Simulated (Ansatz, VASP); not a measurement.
# RbBr in VASP and in Ansatz

```
Rb Br
1.0
     0.00000    3.22540    3.87048
     3.22540    0.00000    3.87048
     3.22540    3.22540    0.00000
Rb Br
1 1
Direct
  0.00000 0.00000 0.00000
  0.50000 0.50000 0.50000
```

Alike in both runs: task single point; functional PBEsol; k mesh 6 × 6 × 6; occupations gaussian, width 0.05 eV; no spin polarisation.

```csv
,VASP,Ansatz
version,VASP 6.6.1,Ansatz 0.2.0
potentials or method,"VASP PAW PBE potentials, release 64 (Rb_sv, Br), cutoff 520 eV","scalar-relativistic, plane waves, PAW"
valence electrons in the cell,16,16
```

```tsv
	VASP	Ansatz	Ansatz less VASP
gap on the k mesh at the Fermi level (eV)	4.08	4.09	+0.005
least direct gap on the mesh (eV)	4.08	4.09	+0.005
pressure (GPa)	1.3	1.3	-0.05
traceless stress, the component that is largest in VASP (GPa)	-2.77	-2.72	+0.047
```

VASP's potentials were made for PBE, not for PBEsol.
